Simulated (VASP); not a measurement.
Set up this calculation in VASP 6.6.1, as the native input.

```
Task                   : single point
Functional             : r2SCAN
Potentials or basis    : VASP PAW PBE potentials, release 64 (Hf_pv, O)
Cutoff                 : 520 eV
k mesh                 : 6 × 6 × 6
Occupations            : gaussian, width 0.05 eV
Spin                   : no spin polarisation
Dipole correction      : no
Further INCAR settings : ALGO = Normal; EDIFF = 1e-07; NBANDS = 31
```

Crystal: HfO2.

```
CELL_PARAMETERS angstrom
3.55802 0.00000 0.00000
0.00000 3.55802 0.00000
0.00000 0.00000 5.17186
ATOMIC_POSITIONS crystal
Hf 0.50000 0.50000 0.50000
Hf 0.00000 0.00000 0.00000
O 0.00000 0.50000 0.69721
O 0.50000 0.00000 0.80279
O 0.50000 0.00000 0.30279
O 0.00000 0.50000 0.19721
```

The input as run:

POSCAR

```
HfO2
1.0
    3.5580193300      0.0000000000      0.0000000000
    0.0000000000      3.5580193300      0.0000000000
    0.0000000000      0.0000000000      5.1718612100
Hf O
2 4
Direct
    0.5000000000      0.5000000000      0.5000000000
    0.0000000000      0.0000000000      0.0000000000
    0.0000000000      0.5000000000      0.6972078800
    0.5000000000      0.0000000000      0.8027921200
    0.5000000000      0.0000000000      0.3027921200
    0.0000000000      0.5000000000      0.1972078800
```

INCAR.step1

```
ALGO = Normal
EDIFF = 1E-4
ENCUT = 520
GGA = PE
ISMEAR = 0
LASPH = T
LCHARG = F
LREAL = F
LWAVE = T
NBANDS = 31
NELM = 100
PREC = Accurate
SIGMA = 0.05
```

INCAR.step2

```
ALGO = Normal
EDIFF = 1E-7
ENCUT = 520
ISIF = 2
ISMEAR = 0
ISTART = 1
LASPH = T
LCHARG = F
LMIXTAU = T
LREAL = F
LWAVE = F
METAGGA = R2SCAN
NBANDS = 31
NELM = 100
PREC = Accurate
SIGMA = 0.05
```

KPOINTS

```
k-points
0
Gamma
  6 6 6
```

Potentials or basis: VASP PAW PBE potentials, release 64 (Hf_pv, O).

The run is started by

```console
$ cat potpaw_PBE.64/Hf_pv/POTCAR potpaw_PBE.64/O/POTCAR > POTCAR
$ cp INCAR.step1 INCAR
$ mpirun -np 1 vasp_std > vasp.out
$ cp INCAR.step2 INCAR
$ mpirun -np 1 vasp_std > vasp.out
```

Results of the run:

```json
{
  "Pressure": "0.4 GPa",
  "Band gap on the k mesh": "5.29 eV (least direct gap 5.37 eV)"
}
```

Caveat: the PAW data sets were made with another functional, which shifts forces and pressure a little; spin-orbit coupling is left out, which moves the levels of the heavy elements.

Wall time 7.1 min on 1 thread of Intel Xeon 8259CL (shared host), peak memory 0.22 GiB.
